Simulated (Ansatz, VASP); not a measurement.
## One calculation of InSe, two programs

```
In Se
1.0
     5.87493   -2.05527   -0.00529
     5.87493    2.05527   -0.00529
    -1.60512    0.00000    4.27209
In Se
2 2
Cartesian
  10.3614 0.0000 0.1147
  -0.2167 0.0000 4.1468
  6.7633 0.0000 2.7915
  3.4751 0.0000 1.5450
```

Alike in both runs: task single point; functional PBEsol; k mesh 8 × 8 × 6; occupations gaussian, width 0.05 eV; no spin polarisation.

```csv
,VASP,Ansatz
version,VASP 6.6.1,Ansatz 0.2.0
potentials or method,"VASP PAW PBE potentials, release 64 (In_d, Se), cutoff 520 eV","scalar-relativistic, plane waves, PAW"
valence electrons in the cell,38,58
```

```csv
,VASP,Ansatz,Ansatz less VASP
gap on the k mesh at the Fermi level (eV),0.88,0.89,+0.008
least direct gap on the mesh (eV),1.06,1.06,+0.006
pressure (GPa),1.1,1.0,-0.07
"traceless stress, the component that is largest in VASP (GPa)",1.44,1.43,-0.014
rms of the force components (eV/Å),0.330,0.323,-0.0064
```

VASP's potentials were made for PBE, not for PBEsol. Atom by atom the forces differ by 0.011 eV/Å (rms over components). With one functional, cell and mesh, what is left measures potentials, basis and numerics. VASP's potentials hold 38 valence electrons a cell and Ansatz's 58, so a difference there can come from the potentials and not from the codes.
